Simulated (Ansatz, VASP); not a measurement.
## SiSe in VASP and in Ansatz

```xyz
2
Lattice="3.5952 0.0000 0.0000 -1.7976 3.1135 0.0000 0.0000 0.0000 3.5987" Properties=species:S:1:pos:R:3 pbc="T T T"
Si    1.7976    1.0378    1.7994
Se    0.0000    0.0000    0.0000
```

Alike in both runs: task single point; functional r2SCAN-based global hybrid with a share of 0.15 of exact exchange; k mesh 5 × 5 × 4; occupations fermi-dirac, width 0.05 eV; no spin polarisation.

|  | VASP | Ansatz |
| --- | --- | --- |
| version | VASP 6.6.1 | Ansatz 0.2.0 |
| potentials or method | VASP PAW PBE potentials, release 64 (Si, Se) | Ansatz PAW |
| plane-wave cutoff (eV) | 520 | 500 |
| valence electrons in the cell | 10 | 20 |

```csv
,VASP,Ansatz,Ansatz less VASP
gap on the k mesh at the Fermi level (eV),none,none,-
pressure (GPa),-2.2,-1.9,+0.27
"traceless stress, the component that is largest in VASP (GPa)",-0.11,-0.10,+0.007
```

VASP's potentials were made for PBE, not for r2SCAN-based global hybrid. A gap of «none» marks a metal or a gap that the smearing closes. VASP's potentials hold 10 valence electrons a cell and Ansatz's 20, so a difference there can come from the potentials and not from the codes.

The k mesh is coarse, so the values compare programs but aren't converged.
